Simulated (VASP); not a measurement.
# TiRu2 (P4_2/nmc) in VASP: single point with PBE

Aim: the single point of TiRu2 with PBE.

Everything below comes from runs of VASP 6.6.1. Logs are shortened: lines on timing, memory, paths and dates and some standing lists are left out, and cuts for length are marked.

### 1 The cell of the first run

The typed cell holds 6 atoms: a = 4.176 Å, b = 4.176 Å, c = 5.691 Å, α = 90.00°, β = 90.00°, γ = 90.00°.

### 2 Single point, PBE

INCAR reads:

```
PREC     = Accurate       # precision mode
ENCUT    = 520            # plane-wave cutoff, eV
EDIFF    = 1E-6           # SCF threshold, eV
ISMEAR   = 0              # smearing method
SIGMA    = 0.1            # smearing width, eV
LREAL    = False          # projectors in reciprocal space
LASPH    = True           # aspherical terms in the spheres
NELM     = 80             # most SCF steps
ALGO     = Normal         # electronic algorithm
ISIF     = 2              # what is computed and relaxed
LWAVE    = False          # write WAVECAR
LCHARG   = True           # write CHGCAR
GGA      = PE             # functional
LELF     = True           # ELF
LVHAR    = True         
NBANDS   = 49             # bands
```

KPOINTS reads:

```
regular mesh
0
Gamma
  4 4 4
```

POSCAR reads:

```
TiRu2
1.0
    4.1756742274      0.0000000000      0.0000000000
    0.0000000000      4.1756742274      0.0000000000
    0.0000000000      0.0000000000      5.6905953680
Ti Ru
2 4
Direct
    0.0000000000      0.0000000000      0.0000000000
    0.5000000000      0.5000000000      0.5000000000
    0.0000000000      0.5000000000      0.2502662825
    0.0000000000      0.5000000000      0.7502662825
    0.5000000000      0.0000000000      0.2497337175
    0.5000000000      0.0000000000      0.7497337175
```

Potentials or basis: VASP PAW PBE potentials, release 64 (Ti_sv, Ru_pv).

The run is started by

```console
cat potpaw_PBE.64/Ti_sv/POTCAR potpaw_PBE.64/Ru_pv/POTCAR > POTCAR
mpirun -np 1 vasp_std > vasp.out
```

OUTCAR:

```text
PREC = Accurate
   ENCUT = 520
   EDIFF = 1E-6
   ISMEAR = 0
   LREAL = False
   LASPH = True
   NELM = 80
   ISIF = 2
   GGA = PE

 ion  position               nearest neighbor table
   1  0.000  0.000  0.000-   4 2.53   5 2.53   4 2.53   5 2.53   3 2.53   3 2.53   6 2.53   6 2.53

   2  0.500  0.500  0.500-   3 2.53   6 2.53   6 2.53   3 2.53   5 2.53   5 2.53   4 2.53   4 2.53

   3  0.000  0.500  0.250-   2 2.53   2 2.53   1 2.53   1 2.53   4 2.85   4 2.85   5 2.95   5 2.95
                             5 2.95   5 2.95
   4  0.000  0.500  0.750-   1 2.53   1 2.53   2 2.53   2 2.53   3 2.85   3 2.85   6 2.95   6 2.95
                             6 2.95   6 2.95
   5  0.500  0.000  0.250-   1 2.53   1 2.53   2 2.53   2 2.53   6 2.85   6 2.85   3 2.95   3 2.95
                             3 2.95   3 2.95
   6  0.500  0.000  0.750-   2 2.53   2 2.53   1 2.53   1 2.53   5 2.85   5 2.85   4 2.95   4 2.95
                             4 2.95   4 2.95

  LATTYP: Found a simple tetragonal cell.
 ALAT       =     4.1756742274
 C/A-ratio  =     1.3627967744

  Lattice vectors:

 A1 = (   4.1756742274,   0.0000000000,   0.0000000000)
 A2 = (   0.0000000000,   4.1756742274,   0.0000000000)
 A3 = (   0.0000000000,   0.0000000000,   5.6905953680)

Analysis of symmetry for initial positions (statically):
=====================================================================
 Subroutine PRICEL returns:
 Original cell was already a primitive cell.

 Routine SETGRP: Setting up the symmetry group for a
 simple tetragonal supercell.

 Subroutine GETGRP returns: Found 16 space group operations
 (whereof  8 operations were pure point group operations)
 out of a pool of 16 trial point group operations.

The static configuration has the point symmetry D_2d.
 The point group associated with its full space group is D_4h.

Analysis of symmetry for dynamics (positions and initial velocities):
=====================================================================
 Subroutine PRICEL returns:
 Original cell was already a primitive cell.

 Routine SETGRP: Setting up the symmetry group for a
 simple tetragonal supercell.

 Subroutine GETGRP returns: Found 16 space group operations
 (whereof  8 operations were pure point group operations)
 out of a pool of 16 trial point group operations.

The dynamic configuration has the point symmetry D_2d.
 The point group associated with its full space group is D_4h.

 Subroutine INISYM returns: Found 16 space group operations
 (whereof  8 operations are pure point group operations),
 and found     1 'primitive' translations

----------------------------------------------------------------------------------------

                                     Primitive cell

  volume of cell :      99.2227

  direct lattice vectors                    reciprocal lattice vectors
     4.175674227  0.000000000  0.000000000     0.239482284  0.000000000  0.000000000
     0.000000000  4.175674227  0.000000000     0.000000000  0.239482284  0.000000000
     0.000000000  0.000000000  5.690595368     0.000000000  0.000000000  0.175728537

  length of vectors
     4.175674227  4.175674227  5.690595368     0.239482284  0.239482284  0.175728537

  position of ions in fractional coordinates (direct lattice)
     0.000000000  0.000000000  0.000000000
     0.500000000  0.500000000  0.500000000
     0.000000000  0.500000000  0.250266283
     0.000000000  0.500000000  0.750266283
     0.500000000  0.000000000  0.249733717
     0.500000000  0.000000000  0.749733717

  ion indices of the primitive-cell ions
   primitive index   ion index
                 1           1
                 2           2
                 3           3
                 4           4
                 5           5
                 6           6

----------------------------------------------------------------------------------------

 KPOINTS: regular mesh

Automatic generation of k-mesh.
 Grid dimensions read from file:
 generate k-points for:    4    4    4

 Generating k-lattice:

  Cartesian coordinates                     Fractional coordinates (reciprocal lattice)
     0.059870571  0.000000000  0.000000000     0.250000000  0.000000000  0.000000000
     0.000000000  0.059870571  0.000000000     0.000000000  0.250000000  0.000000000
     0.000000000  0.000000000  0.043932134     0.000000000  0.000000000  0.250000000

  Length of vectors
     0.059870571  0.059870571  0.043932134

  Shift w.r.t. Gamma in fractional coordinates (k-lattice)
     0.000000000  0.000000000  0.000000000

 Subroutine IBZKPT returns following result:
 ===========================================

 Found     18 irreducible k-points:

 Following reciprocal coordinates:
            Coordinates               Weight
  0.000000  0.000000  0.000000      1.000000
  0.250000  0.000000  0.000000      4.000000
  0.500000  0.000000  0.000000      2.000000
  0.250000  0.250000  0.000000      4.000000
  0.500000  0.250000  0.000000      4.000000
  0.500000  0.500000  0.000000      1.000000
[... 10 lines left out ...]
  0.500000  0.250000  0.500000      4.000000
  0.500000  0.500000  0.500000      1.000000
   k-points           NKPTS =     18   k-points in BZ     NKDIM =     18   number of bands    NBANDS=     49
   number of dos      NEDOS =    301   number of ions     NIONS =      6
   total plane-waves  NPLWV =  43008
   dimension x,y,z NGX =    32 NGY =   32 NGZ =   42
   dimension x,y,z NGXF=    64 NGYF=   64 NGZF=   84
   ions per type =               2   4
   NGX,Y,Z   is equivalent  to a cutoff of  12.74, 12.74, 12.27 a.u.
   NGXF,Y,Z  is equivalent  to a cutoff of  25.48, 25.48, 24.54 a.u.
 SYSTEM =  unknown system
   PREC   = accura    normal or accurate (medium, high low for compatibility)
   ISTART =      0    job   : 0-new  1-cont  2-samecut
   ICHARG =      2    charge: 1-file 2-atom 10-const
   ISPIN  =      1    spin polarized calculation?
   LNONCOLLINEAR =      F non collinear calculations
   LSORBIT =      F    spin-orbit coupling
   LASPH  =      T    aspherical Exc in radial PAW
   ENCUT  =  520.0 eV  38.22 Ry    6.18 a.u.   7.76  7.76 10.58*2*pi/ulx,y,z
   NELM   =     80;   NELMIN=  2; NELMDL= -5     # of ELM steps
   EDIFF  = 0.1E-05   stopping-criterion for ELM
   LREAL  =      F    real-space projection
   EDIFFG = 0.1E-04   stopping-criterion for IOM
   NSW    =      0    number of steps for IOM
   IBRION =     -1    ionic relax: 0-MD 1-quasi-New 2-CG
   NFREE  =      0    steps in history (QN), initial steepest desc. (CG)
   ISIF   =      2    stress and relaxation
   ISYM   =      2    0-nonsym 1-usesym 2-fastsym
   POTIM  = 0.5000    time-step for ionic-motion
   TEBEG  =    0.0;   TEEND  =   0.0 temperature during run
   PSTRESS=    0.0 pullay stress
   NELECT =      80.0000    total number of electrons
   NUPDOWN=      -1.0000    fix difference up-down
   EMIN   =  10.00;   EMAX   =-10.00  energy-range for DOS
   EFERMI =   0.00;   METHOD = LEGACY
   ISMEAR =     0;   SIGMA  =   0.10  broadening in eV -4-tet -1-fermi 0-gaus
   EFERMI_NEDOS =   21; number of points for ismear=-14 and -15
   IALGO  =     38    algorithm
   IMIX   =      4    mixing-type and parameters
     AMIX     =   0.40;   BMIX     =  1.00
     AMIX_MAG =   1.60;   BMIX_MAG =  1.00
  volume/ion in A,a.u.               =      16.54       111.60
  Fermi-wavevector in a.u.,A,eV,Ry     =   1.523706  2.879387 31.588375  2.321680
  Thomas-Fermi vector in A             =   2.632113
   LORBIT       =      0    0 simple, 1 ext, 2 COOP (PROOUT), +10 PAW based schemes
   GGA     = PE    functional components
   LHFCALC =     F    Hartree Fock is set to
   AEXX    =    0.0000 exact exchange contribution
   IVDW    =     0    specifies the selected vdW correction
   LEPSILON=     F    determine dielectric tensor
   LRPA    =     F    only Hartree local field effects (RPA)
 non-spin polarized calculation
 Gauss-broadening in eV      SIGMA  =   0.10
  energy-cutoff  :      520.00
  volume of cell :       99.22
 maximum number of plane-waves:      2700
 NGX is ok and might be reduce to    32
   NGX = 15   NGY = 15   NGZ = 21

 number of electron      79.9999996 magnetization

 Free energy of the ion-electron system (eV)
  ---------------------------------------------------
  ext. energy  EPLUGINS =         0.00000000
  ---------------------------------------------------
  free energy    TOTEN  =       -50.61488255 eV

  energy without entropy =      -50.57443816  energy(sigma->0) =      -50.59466035

 E-fermi :   8.8494     XC(G=0): -12.2896

 val. band max:        8.8325937930   @ k =   0.5000   0.0000   0.0000
 cond. band min:       8.8685741242   @ k =   0.2500   0.0000   0.0000
 fundamental gap:      0.0359803312
 Fermi energy:         8.8494437564

 k-point     1 :       0.0000    0.0000    0.0000
  band No.  band energies     occupation
      1     -47.3925      2.00000
      2     -47.3869      2.00000
      3     -33.3803      2.00000
      4     -33.3467      2.00000
      5     -33.2773      2.00000
      6     -33.2773      2.00000
[... 41 lines left out ...]
     48      12.0438      0.00000
     49      12.0438      0.00000

 k-point     2 :       0.2500    0.0000    0.0000
  band No.  band energies     occupation
      1     -47.3925      2.00000
      2     -47.3885      2.00000
      3     -33.3829      2.00000
      4     -33.3579      2.00000
      5     -33.2464      2.00000
      6     -33.2357      2.00000
[... 41 lines left out ...]
     48      11.8589      0.00000
     49      11.8943      0.00000

 k-point     3 :       0.5000    0.0000    0.0000
  band No.  band energies     occupation
      1     -47.3913      2.00000
      2     -47.3913      2.00000
      3     -33.3762      2.00000
      4     -33.3762      2.00000
      5     -33.1714      2.00000
      6     -33.1714      2.00000
[... 769 lines left out ...]
     48      11.5861      0.00000
     49      11.9410      0.00000

 k-point    18 :       0.5000    0.5000    0.5000
  band No.  band energies     occupation
      1     -47.3929      2.00000
      2     -47.3929      2.00000
      3     -33.2813      2.00000
      4     -33.2813      2.00000
      5     -33.2481      2.00000
      6     -33.2481      2.00000
[... 41 lines left out ...]
     48      11.5362      0.00000
     49      12.5494      0.00000

------------------------ aborting loop because EDIFF is reached ----------------------------------------

  FORCE on cell =-STRESS in cart. coord.  units (eV):
  Direction    XX          YY          ZZ          XY          YZ          ZX
  --------------------------------------------------------------------------------------
  -------------------------------------------------------------------------------------
  Total       -0.0049534     -0.0049534     -0.0223989      0.0000000      0.0000000      0.0000000
  in kB       -0.0799845     -0.0799845     -0.3616818      0.0000000      0.0000000      0.0000000
  external PRESSURE =      -0.1738836 kB  Pullay stress =       0.0000000 kB

 VOLUME and BASIS-vectors are now :
 -----------------------------------------------------------------------------
  energy-cutoff  :      520.00
  volume of cell :       99.22
      direct lattice vectors                 reciprocal lattice vectors
     4.175674227  0.000000000  0.000000000     0.239482284  0.000000000  0.000000000
     0.000000000  4.175674227  0.000000000     0.000000000  0.239482284  0.000000000
     0.000000000  0.000000000  5.690595368     0.000000000  0.000000000  0.175728537

 POSITION                                       TOTAL-FORCE (eV/Angst)
 -----------------------------------------------------------------------------------
      0.00000      0.00000      0.00000         0.000000      0.000000      0.000000
      2.08784      2.08784      2.84530         0.000000     -0.000000      0.000000
      0.00000      2.08784      1.42416        -0.000000     -0.000000     -0.007692
      0.00000      2.08784      4.26946         0.000000      0.000000     -0.007692
      2.08784      0.00000      1.42113         0.000000      0.000000      0.007692
      2.08784      0.00000      4.26643         0.000000      0.000000      0.007692
 -----------------------------------------------------------------------------------
    total drift:                                0.000000      0.000000     -0.000000

  FREE ENERGIE OF THE ION-ELECTRON SYSTEM (eV)
  ---------------------------------------------------
  free  energy   TOTEN  =       -50.6148825503 eV

  energy  without entropy=      -50.5744381567  energy(sigma->0) =      -50.59466035
```

Wall time 2.9 min (1 thread of AMD EPYC 7R13, shared host); peak memory 0.2 GiB.

Results:

```yaml
Free_energy: -50.6149 eV
Pressure: 0.0 GPa
Largest_force: 0.008 eV/Å
Band_gap_on_the_k_mesh: zero (bands 40 and 41 overlap by 2.38 eV)
```

Forces in eV/Å, atoms in the order of the input:
```
Ti   0.000  0.000  0.000
Ti   0.000  0.000  0.000
Ru   0.000  0.000 -0.008
Ru   0.000  0.000 -0.008
Ru   0.000  0.000  0.008
Ru   0.000  0.000  0.008
```

Caveat: the k points lie up to 0.38 Å⁻¹ apart, too coarse for converged energies and pressures of a metal.

The gap in the log of VASP goes by the Fermi energy; the results here count the filled bands.